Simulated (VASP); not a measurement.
# Sb (Im-3m) in VASP: further runs

Sb is run at these levels: r2SCAN; tasks: single point.

Program: VASP 6.6.1. These are calculated values, not measurements. Logs are shortened: lines on timing, memory, paths and dates and some standing lists are left out, and cuts for length are marked.

### Step 1. The cell of the first run

Symmetry: Im-3m, No. 229, cubic system. Conventional cell: a = 3.778 Å, b = 3.778 Å, c = 3.778 Å, α = 90.00°, β = 90.00°, γ = 90.00°. Sb (site symmetry m-3m) has 14 Sb at 3.27 to 3.78 Å within 4.3 Å.

### Step 2. Single point, r2SCAN

The input, POSCAR:

```
Sb
1.0
   -1.8889657918      1.8889657918      1.8889657918
    1.8889657918     -1.8889657918      1.8889657918
    1.8889657918      1.8889657918     -1.8889657918
Sb
1
Direct
    0.0000000000      0.0000000000      0.0000000000
```

The input, INCAR.step1:

```
ALGO     = Normal         # electronic algorithm
EDIFF    = 1E-4           # SCF threshold, eV
ENCUT    = 520            # plane-wave cutoff, eV
GGA      = PE             # functional
ISMEAR   = -1             # smearing method
LASPH    = True           # aspherical terms in the spheres
LCHARG   = False          # write CHGCAR
LREAL    = False          # projectors in reciprocal space
LWAVE    = True           # write WAVECAR
NBANDS   = 8              # bands
NELM     = 80             # most SCF steps
PREC     = Accurate       # precision mode
SIGMA    = 0.1            # smearing width, eV
```

The input, INCAR.step2:

```
ALGO     = Normal         # electronic algorithm
EDIFF    = 1E-6           # SCF threshold, eV
ENCUT    = 520            # plane-wave cutoff, eV
ISIF     = 2              # what is computed and relaxed
ISMEAR   = -1             # smearing method
ISTART   = 1            
LASPH    = True           # aspherical terms in the spheres
LCHARG   = False          # write CHGCAR
LMIXTAU  = True         
LREAL    = False          # projectors in reciprocal space
LWAVE    = False          # write WAVECAR
METAGGA  = R2SCAN         # meta-GGA
NBANDS   = 8              # bands
NELM     = 80             # most SCF steps
PREC     = Accurate       # precision mode
SIGMA    = 0.1            # smearing width, eV
```

The input, KPOINTS:

```
k-points
0
Gamma
  12 12 12
```

Potentials or basis: VASP PAW PBE potentials, release 64 (Sb).

The run is started by

```sh
> cat potpaw_PBE.64/Sb/POTCAR > POTCAR
> cp INCAR.step1 INCAR
> mpirun -np 1 vasp_std > vasp.out
> cp INCAR.step2 INCAR
> mpirun -np 1 vasp_std > vasp.out
```

OUTCAR:

```text
EDIFF = 1E-6
   ENCUT = 520
   ISIF = 2
   ISMEAR = -1
   ISTART = 1
   LASPH = True
   LREAL = False
   METAGGA = R2SCAN
   NELM = 80
   PREC = Accurate

 ion  position               nearest neighbor table
   1  0.000  0.000  0.000-

  LATTYP: Found a body centered cubic cell.
 ALAT       =     3.7779315836

  Lattice vectors:

 A1 = (  -1.8889657918,   1.8889657918,   1.8889657918)
 A2 = (   1.8889657918,  -1.8889657918,   1.8889657918)
 A3 = (   1.8889657918,   1.8889657918,  -1.8889657918)

Analysis of symmetry for initial positions (statically):
=====================================================================
 Subroutine PRICEL returns:
 Original cell was already a primitive cell.

 Routine SETGRP: Setting up the symmetry group for a
 body centered cubic supercell.

 Subroutine GETGRP returns: Found 48 space group operations
 (whereof 48 operations were pure point group operations)
 out of a pool of 48 trial point group operations.

The static configuration has the point symmetry O_h .

Analysis of symmetry for dynamics (positions and initial velocities):
=====================================================================
 Subroutine PRICEL returns:
 Original cell was already a primitive cell.

 Routine SETGRP: Setting up the symmetry group for a
 body centered cubic supercell.

 Subroutine GETGRP returns: Found 48 space group operations
 (whereof 48 operations were pure point group operations)
 out of a pool of 48 trial point group operations.

The dynamic configuration has the point symmetry O_h .

 Subroutine INISYM returns: Found 48 space group operations
 (whereof 48 operations are pure point group operations),
 and found     1 'primitive' translations

----------------------------------------------------------------------------------------

                                     Primitive cell

  volume of cell :      26.9608

  direct lattice vectors                    reciprocal lattice vectors
    -1.888965792  1.888965792  1.888965792     0.000000000  0.264695106  0.264695106
     1.888965792 -1.888965792  1.888965792     0.264695106  0.000000000  0.264695106
     1.888965792  1.888965792 -1.888965792     0.264695106  0.264695106  0.000000000

  length of vectors
     3.271784725  3.271784725  3.271784725     0.374335408  0.374335408  0.374335408

  position of ions in fractional coordinates (direct lattice)
[... 76 lines left out ...]
   NELM   =     80;   NELMIN=  2; NELMDL=  0     # of ELM steps
   EDIFF  = 0.1E-05   stopping-criterion for ELM
   LREAL  =      F    real-space projection
   EDIFFG = 0.1E-04   stopping-criterion for IOM
   NSW    =      0    number of steps for IOM
   IBRION =     -1    ionic relax: 0-MD 1-quasi-New 2-CG
   NFREE  =      0    steps in history (QN), initial steepest desc. (CG)
   ISIF   =      2    stress and relaxation
   ISYM   =      2    0-nonsym 1-usesym 2-fastsym
   POTIM  = 0.5000    time-step for ionic-motion
   TEBEG  =    0.0;   TEEND  =   0.0 temperature during run
   PSTRESS=    0.0 pullay stress
   NELECT =       5.0000    total number of electrons
   NUPDOWN=      -1.0000    fix difference up-down
   EMIN   =  10.00;   EMAX   =-10.00  energy-range for DOS
   EFERMI =   0.00;   METHOD = LEGACY
   ISMEAR =    -1;   SIGMA  =   0.10  broadening in eV -4-tet -1-fermi 0-gaus
   EFERMI_NEDOS =   21; number of points for ismear=-14 and -15
   IALGO  =     38    algorithm
   IMIX   =      4    mixing-type and parameters
     AMIX     =   0.40;   BMIX     =  1.00
     AMIX_MAG =   1.60;   BMIX_MAG =  1.00
  volume/ion in A,a.u.               =      26.96       181.94
  Fermi-wavevector in a.u.,A,eV,Ry     =   0.933585  1.764221 11.858590  0.871582
  Thomas-Fermi vector in A             =   2.060302
   LORBIT       =      0    0 simple, 1 ext, 2 COOP (PROOUT), +10 PAW based schemes
   METAGGA = R2SCAN    functional components
   LHFCALC =     F    Hartree Fock is set to
   AEXX    =    0.0000 exact exchange contribution
   IVDW    =     0    specifies the selected vdW correction
   LEPSILON=     F    determine dielectric tensor
   LRPA    =     F    only Hartree local field effects (RPA)
 non-spin polarized calculation
  energy-cutoff  :      520.00
  volume of cell :       26.96
 maximum number of plane-waves:       736
   NGX = 13   NGY = 13   NGZ = 13

 number of electron       5.0000000 magnetization

 Free energy of the ion-electron system (eV)
  ---------------------------------------------------
  ext. energy  EPLUGINS =         0.00000000
  ---------------------------------------------------
  free energy    TOTEN  =       -25.36665363 eV

  energy without entropy =      -25.34930279  energy(sigma->0) =      -25.35797821

 E-fermi :   8.3738     XC(G=0): -10.7709

 val. band max:        8.3442711787   @ k =  -0.4167   0.5000   0.0833
 cond. band min:       8.3792033651   @ k =  -0.2500   0.2500   0.1667
 fundamental gap:      0.0349321864
 Fermi energy:         8.3737943467

 k-point     1 :       0.0000    0.0000    0.0000
  band No.  band energies     occupation
      1      -5.0800      2.00000
      2      14.1332      0.00000
      3      14.1332      0.00000
      4      14.1332      0.00000
      5      19.3202      0.00000
      6      19.3202      0.00000
      7      19.3202      0.00000
      8      21.0287      0.00000
[... 243 lines left out ...]
 k-point    24 :       0.4167    0.0833    0.0833
  band No.  band energies     occupation
      1      -0.5775      2.00000
      2       2.8317      2.00000
      3       8.4924      0.46789
      4      10.3608      0.00000
      5      17.5244      0.00000
      6      17.9698      0.00000
      7      23.5808      0.00000
      8      24.3109      0.00000

 [... further k-points ...]

------------------------ aborting loop because EDIFF is reached ----------------------------------------

  FORCE on cell =-STRESS in cart. coord.  units (eV):
  Direction    XX          YY          ZZ          XY          YZ          ZX
  --------------------------------------------------------------------------------------
  -------------------------------------------------------------------------------------
  Total       -0.0139257     -0.0139257     -0.0139257     -0.0000000      0.0000000      0.0000000
  in kB       -0.8275503     -0.8275503     -0.8275503     -0.0000000      0.0000000      0.0000000
  external PRESSURE =      -0.8275503 kB  Pullay stress =       0.0000000 kB

 VOLUME and BASIS-vectors are now :
 -----------------------------------------------------------------------------
  energy-cutoff  :      520.00
  volume of cell :       26.96
      direct lattice vectors                 reciprocal lattice vectors
    -1.888965792  1.888965792  1.888965792     0.000000000  0.264695106  0.264695106
     1.888965792 -1.888965792  1.888965792     0.264695106  0.000000000  0.264695106
     1.888965792  1.888965792 -1.888965792     0.264695106  0.264695106  0.000000000

 POSITION                                       TOTAL-FORCE (eV/Angst)
 -----------------------------------------------------------------------------------
      0.00000      0.00000      0.00000        -0.000000      0.000000      0.000000
 -----------------------------------------------------------------------------------
    total drift:                                0.000000      0.000000     -0.000000

  FREE ENERGIE OF THE ION-ELECTRON SYSTEM (eV)
  ---------------------------------------------------
  free  energy   TOTEN  =       -25.3666536301 eV

  energy  without entropy=      -25.3493027873  energy(sigma->0) =      -25.35797821
```

OSZICAR.step1:

```text
N       E                     dE             d eps       ncg     rms          rms(c)
DAV:   1     0.530811096131E+01    0.53081E+01   -0.16272E+03  1152   0.410E+02
DAV:   2    -0.382925685477E+01   -0.91374E+01   -0.88806E+01  1640   0.524E+01
DAV:   3    -0.393043177697E+01   -0.10117E+00   -0.10086E+00  1336   0.619E+00
DAV:   4    -0.393079362615E+01   -0.36185E-03   -0.36185E-03  1752   0.457E-01
DAV:   5    -0.393079443807E+01   -0.81192E-06   -0.81197E-06  1424   0.156E-02    0.174E+00
DAV:   6    -0.392883843075E+01    0.19560E-02   -0.19007E-03  1400   0.231E-01    0.994E-01
DAV:   7    -0.392790829866E+01    0.93013E-03   -0.41049E-03  1392   0.338E-01    0.627E-02
DAV:   8    -0.392793240301E+01   -0.24104E-04   -0.66167E-05  1456   0.608E-02
   1 F= -.39279324E+01 E0= -.39192317E+01  d E =-.174014E-01
```

It took 1.8 min on 1 thread of AMD EPYC 7R13, shared host; peak memory 0.12 GiB.

What came out:

```yaml
Free_energy: -25.3667 eV
Pressure: -0.1 GPa
```

Levels at points of the mesh, in eV from the Fermi level:
| k point | band 1 | band 2 | band 3 | band 4 | band 5 | band 6 |
| --- | --- | --- | --- | --- | --- | --- |
| (0.00, 0.00, 0.00) | -13.45 | 5.76 | 5.76 | 5.76 | 10.95 | 10.95 |
| (0.50, 0.00, 0.00) | -9.16 | -5.88 | 1.68 | 4.02 | 7.00 | 7.25 |
| (0.50, 0.50, 0.50) | -5.63 | -2.21 | -2.21 | -2.21 | 3.37 | 3.37 |

Caveat: the PAW data sets were made with another functional, which shifts forces and pressure a little; spin-orbit coupling is left out, which moves the levels of the heavy elements.

### Step 3. Single point, r2SCAN (volume scaled by 0.88)

The input, POSCAR:

```
Sb
1.0
   -1.8101656409      1.8101656409      1.8101656409
    1.8101656409     -1.8101656409      1.8101656409
    1.8101656409      1.8101656409     -1.8101656409
Sb
1
Direct
    0.0000000000      0.0000000000      0.0000000000
```

The input, INCAR.step1:

```
SYSTEM = Sb
PREC = Accurate
ENCUT = 520
ISMEAR = -1
SIGMA = 0.1
LREAL = .FALSE.
LASPH = .TRUE.
NELM = 80
NBANDS = 8
GGA = PE
ALGO = Normal
EDIFF = 1E-4
LWAVE = .TRUE.
LCHARG = .FALSE.
```

The input, INCAR.step2:

```
SYSTEM = Sb
PREC = Accurate
ENCUT = 520
EDIFF = 1E-7
ISMEAR = -1
SIGMA = 0.1
LREAL = .FALSE.
LASPH = .TRUE.
NELM = 80
ALGO = Normal
ISIF = 2
LWAVE = .FALSE.
LCHARG = .FALSE.
METAGGA = R2SCAN
LMIXTAU = .TRUE.
NBANDS = 8
ISTART = 1
```

The input, KPOINTS:

```
regular mesh
0
G
  13 13 13
  0 0 0
```

Potentials or basis: VASP PAW PBE potentials, release 64 (Sb).

The run is started by

```sh
> cat potpaw_PBE.64/Sb/POTCAR > POTCAR
> cp INCAR.step1 INCAR
> mpirun -np 1 vasp_std > vasp.out
> cp INCAR.step2 INCAR
> mpirun -np 1 vasp_std > vasp.out
```

OUTCAR:

```text
SYSTEM = Sb
   PREC = Accurate
   ENCUT = 520
   EDIFF = 1E-7
   ISMEAR = -1
   LREAL = .FALSE.
   LASPH = .TRUE.
   NELM = 80
   ISIF = 2
   METAGGA = R2SCAN
   ISTART = 1

 ion  position               nearest neighbor table
   1  0.000  0.000  0.000-

  LATTYP: Found a body centered cubic cell.
 ALAT       =     3.6203312818

  Lattice vectors:

 A1 = (  -1.8101656409,   1.8101656409,   1.8101656409)
 A2 = (   1.8101656409,  -1.8101656409,   1.8101656409)
 A3 = (   1.8101656409,   1.8101656409,  -1.8101656409)

Analysis of symmetry for initial positions (statically):
=====================================================================
 Subroutine PRICEL returns:
 Original cell was already a primitive cell.

 Routine SETGRP: Setting up the symmetry group for a
 body centered cubic supercell.

 Subroutine GETGRP returns: Found 48 space group operations
 (whereof 48 operations were pure point group operations)
 out of a pool of 48 trial point group operations.

The static configuration has the point symmetry O_h .

Analysis of symmetry for dynamics (positions and initial velocities):
[... 159 lines left out ...]
 cond. band min:      10.2351288923   @ k =   0.1538   0.1538   0.0000
 fundamental gap:      0.1578955453
 Fermi energy:        10.1555270519

 k-point     1 :       0.0000    0.0000    0.0000
  band No.  band energies     occupation
      1      -4.4283      2.00000
      2      17.0598      0.00000
      3      17.0598      0.00000
      4      17.0598      0.00000
      5      21.6230      0.00000
      6      21.6230      0.00000
      7      21.6230      0.00000
      8      22.8695      0.00000
[... 243 lines left out ...]
 k-point    24 :       0.2308    0.0769    0.0769
  band No.  band energies     occupation
      1      -1.8067      2.00000
      2       8.0810      2.00000
      3      11.7129      0.00000
      4      13.2166      0.00000
      5      20.3350      0.00000
      6      20.4905      0.00000
      7      23.6726      0.00000
      8      24.5591      0.00000

 [... further k-points ...]

------------------------ aborting loop because EDIFF is reached ----------------------------------------

  FORCE on cell =-STRESS in cart. coord.  units (eV):
  Direction    XX          YY          ZZ          XY          YZ          ZX
  --------------------------------------------------------------------------------------
  -------------------------------------------------------------------------------------
  Total        1.5125459      1.5125459      1.5125459      0.0000000     -0.0000000      0.0000000
  in kB      102.1419652    102.1419652    102.1419652      0.0000000     -0.0000000      0.0000000
  external PRESSURE =     102.1419652 kB  Pullay stress =       0.0000000 kB

 VOLUME and BASIS-vectors are now :
 -----------------------------------------------------------------------------
  energy-cutoff  :      520.00
  volume of cell :       23.73
      direct lattice vectors                 reciprocal lattice vectors
    -1.810165641  1.810165641  1.810165641     0.000000000  0.276217816  0.276217816
     1.810165641 -1.810165641  1.810165641     0.276217816  0.000000000  0.276217816
     1.810165641  1.810165641 -1.810165641     0.276217816  0.276217816  0.000000000

 POSITION                                       TOTAL-FORCE (eV/Angst)
 -----------------------------------------------------------------------------------
      0.00000      0.00000      0.00000         0.000000     -0.000000      0.000000
 -----------------------------------------------------------------------------------
    total drift:                                0.000000      0.000000      0.000000

  FREE ENERGIE OF THE ION-ELECTRON SYSTEM (eV)
  ---------------------------------------------------
  free  energy   TOTEN  =       -25.2682725731 eV

  energy  without entropy=      -25.2533589039  energy(sigma->0) =      -25.26081574
```

OUTCAR.step1:

```text
SYSTEM = Sb
   PREC = Accurate
   ENCUT = 520
   ISMEAR = -1
   LREAL = .FALSE.
   LASPH = .TRUE.
[... 480 lines left out ...]
 -----------------------------------------------------------------------------------
      0.00000      0.00000      0.00000        -0.000000      0.000000     -0.000000
 -----------------------------------------------------------------------------------
    total drift:                                0.000000      0.000000      0.000000

  FREE ENERGIE OF THE ION-ELECTRON SYSTEM (eV)
  ---------------------------------------------------
  free  energy   TOTEN  =        -3.8171998840 eV

  energy  without entropy=       -3.8003885671  energy(sigma->0) =       -3.80879423
```

Run time: 3 min. Hardware: 1 thread of AMD EPYC 7R13, shared host; peak memory 0.12 GiB.

Results:

```
Free energy : -25.2683 eV
Pressure    : 10.2 GPa
```

Levels at points of the mesh, in eV from the Fermi level:
```tsv
k point	band 1	band 2	band 3	band 4	band 5	band 6
(0.00, 0.00, 0.00)	-14.58	6.90	6.90	6.90	11.47	11.47
```

Caveat: the PAW data sets were made with another functional, which shifts forces and pressure a little; spin-orbit coupling is left out, which moves the levels of the heavy elements.

### Step 4. Single point, r2SCAN (volume scaled by 0.92)

The input, POSCAR:

```
Sb
1.0
   -1.8371870223      1.8371870223      1.8371870223
    1.8371870223     -1.8371870223      1.8371870223
    1.8371870223      1.8371870223     -1.8371870223
Sb
1
Direct
    0.0000000000      0.0000000000      0.0000000000
```

The input, INCAR.step1:

```
PREC = Accurate ; ENCUT = 520
ISMEAR = -1 ; SIGMA = 0.1
LREAL = F ; LASPH = T
NELM = 60 ; NBANDS = 8
GGA = PE ; ALGO = Normal
EDIFF = 1E-4 ; LWAVE = T
LCHARG = F
```

The input, INCAR.step2:

```
PREC = Accurate ; ENCUT = 520
EDIFF = 1E-6 ; ISMEAR = -1
SIGMA = 0.1 ; LREAL = F
LASPH = T ; NELM = 60
ALGO = Normal ; ISIF = 2
LWAVE = F ; LCHARG = F
METAGGA = R2SCAN ; LMIXTAU = T
NBANDS = 8 ; ISTART = 1
```

The input, KPOINTS:

```
Automatic mesh
0
Gamma
  13 13 13
```

The run is started by

```sh
> cat potpaw_PBE.64/Sb/POTCAR > POTCAR
> cp INCAR.step1 INCAR
> mpirun -np 1 vasp_std > vasp.out
> cp INCAR.step2 INCAR
> mpirun -np 1 vasp_std > vasp.out
```

It took 2.3 min on 1 thread of AMD EPYC 7R13, shared host; peak memory 0.12 GiB.

It converged, with:

* Free energy: -25.3220 eV
* Pressure: 5.9 GPa

Levels at points of the mesh, in eV from the Fermi level:
| k point | band 1 | band 2 | band 3 | band 4 | band 5 | band 6 |
| --- | --- | --- | --- | --- | --- | --- |
| (0.00, 0.00, 0.00) | -14.14 | 6.52 | 6.52 | 6.52 | 11.31 | 11.31 |

Caveat: the PAW data sets were made with another functional, which shifts forces and pressure a little; spin-orbit coupling is left out, which moves the levels of the heavy elements.

### Step 5. Single point, r2SCAN (volume scaled by 0.96)

The input, POSCAR:

```
Sb
1.0
   -1.8634360975      1.8634360975      1.8634360975
    1.8634360975     -1.8634360975      1.8634360975
    1.8634360975      1.8634360975     -1.8634360975
Sb
1
Direct
    0.0000000000      0.0000000000      0.0000000000
```

The input, INCAR.step1:

```
  ALGO = Normal
  EDIFF = 1E-4
  ENCUT = 520
  GGA = PE
  ISMEAR = -1
  LASPH = True
  LCHARG = False
  LREAL = False
  LWAVE = True
  NBANDS = 8
  NELM = 60
  PREC = Accurate
  SIGMA = 0.1
```

The input, INCAR.step2:

```
  ALGO = Normal
  EDIFF = 1E-7
  ENCUT = 520
  ISIF = 2
  ISMEAR = -1
  ISTART = 1
  LASPH = True
  LCHARG = True
  LELF = True
  LMIXTAU = True
  LREAL = False
  LVHAR = True
  LWAVE = False
  METAGGA = R2SCAN
  NBANDS = 8
  NELM = 60
  PREC = Accurate
  SIGMA = 0.1
```

The input, KPOINTS:

```
k-points
0
Gamma
  13 13 13
```

The run is started by

```sh
> cat potpaw_PBE.64/Sb/POTCAR > POTCAR
> cp INCAR.step1 INCAR
> mpirun -np 1 vasp_std > vasp.out
> cp INCAR.step2 INCAR
> mpirun -np 1 vasp_std > vasp.out
```

Wall time 2.9 min (1 thread of AMD EPYC 7R13, shared host); peak memory 0.12 GiB.

The run converged. Its results:

| Property | Result |
| --- | --- |
| Free energy | -25.3500 eV |
| Pressure | 2.5 GPa |

Levels at points of the mesh, in eV from the Fermi level:
```tsv
k point	band 1	band 2	band 3	band 4	band 5	band 6
(0.00, 0.00, 0.00)	-13.75	6.15	6.15	6.15	11.16	11.16
```

Caveat: the PAW data sets were made with another functional, which shifts forces and pressure a little; spin-orbit coupling is left out, which moves the levels of the heavy elements.

### Step 6. The runs side by side

| cell | k mesh | gap on the mesh (eV) | pressure (GPa) |
| --- | --- | --- | --- |
| a = 3.272 Å, angles 109.5°, 1 atom | 12 × 12 × 12 | none | -0.1 |
| a = 3.135 Å, angles 109.5°, 1 atom | 13 × 13 × 13 | none | 10.2 |
| a = 3.182 Å, angles 109.5°, 1 atom | 13 × 13 × 13 | none | 5.9 |
| a = 3.228 Å, angles 109.5°, 1 atom | 13 × 13 × 13 | none | 2.5 |

Alike in all rows: task single point; level r2SCAN; potentials or basis VASP PAW PBE potentials, release 64 (Sb); no spin polarisation; cutoff (eV) 520; smearing fermi-dirac 0.1 eV.

Caveats: the PAW data sets were made with another functional, which shifts forces and pressure a little; spin-orbit coupling is left out, which moves the levels of the heavy elements.

Total energies depend on the potentials used, so only differences within one code and one set of settings carry meaning.
